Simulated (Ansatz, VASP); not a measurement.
**GaP in VASP and in Ansatz**

```
CELL_PARAMETERS angstrom
0.00000 2.72525 2.96371
2.72525 0.00000 2.96371
2.72525 2.72525 0.00000
ATOMIC_POSITIONS crystal
Ga 0.00000 0.00000 0.00000
P 0.75000 0.75000 0.75000
```

Change from the starting cell: strain +0.0875 x Voigt [0, 0, 1, 0, 0, 0], atoms carried along.

Alike in both runs: task single point; functional r2SCAN; k mesh 8 × 8 × 8; occupations gaussian, width 0.05 eV; no spin polarisation.

|  | VASP | Ansatz |
| --- | --- | --- |
| version | VASP 6.6.1 | Ansatz 0.2.0 |
| potentials or method | VASP PAW PBE potentials, release 64 (Ga_d, P), cutoff 520 eV | scalar-relativistic, plane waves, PAW |
| valence electrons in the cell | 18 | 18 |

Ansatz gave:

| Quantity | Value |
| --- | --- |
| gap on the k mesh at the Fermi level (eV) | 1.39 |
| least direct gap on the mesh (eV) | 1.39 |
| pressure (GPa) | -6.1 |
| traceless stress, the component that is largest in VASP (GPa) | -5.01 |

Q: What did VASP give for the same quantities?

A: gap on the k mesh at the Fermi level (eV): 1.37; least direct gap on the mesh (eV): 1.37; pressure (GPa): -6.2; traceless stress, the component that is largest in VASP (GPa): -5.03.

VASP's potentials were made for PBE, not for r2SCAN. With one functional, cell and mesh, what is left measures potentials, basis and numerics.
